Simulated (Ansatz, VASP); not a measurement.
# Two plane-wave programs on BaO

```
Ba O
1.0
     0.00000    2.74505    2.74505
     2.74505    0.00000    2.74505
     2.74505    2.74505    0.00000
Ba O
1 1
Direct
  0.00000 0.00000 0.00000
  0.50000 0.50000 0.50000
```

Alike in both runs: functional PBEsol; k mesh 8 × 8 × 8; occupations gaussian, width 0.02 eV; no spin polarisation.

Ansatz relaxed the structure, and its values are those at the end. VASP's run is a single point on that final structure, the one shown.

|  | VASP | Ansatz |
| --- | --- | --- |
| version | VASP 6.6.1 | Ansatz 0.2.0 |
| potentials or method | VASP PAW PBE potentials, release 64 (Ba_sv, O), cutoff 600 eV | scalar-relativistic, plane waves, PAW |
| valence electrons in the cell | 16 | 16 |

Ansatz gave:

| Item | Value |
| --- | --- |
| gap on the k mesh at the Fermi level (eV) | 1.84 |
| least direct gap on the mesh (eV) | 1.84 |
| pressure (GPa) | 0.0 |

Q: Which values does VASP return?

A: gap on the k mesh at the Fermi level (eV): 1.77; least direct gap on the mesh (eV): 1.77; pressure (GPa): 1.8.

VASP's potentials were made for PBE, not for PBEsol, and Ansatz warns of the same on its side. The functional is the same, so the differences come from potentials, cutoffs and numerics.

Spin-orbit coupling is off throughout.
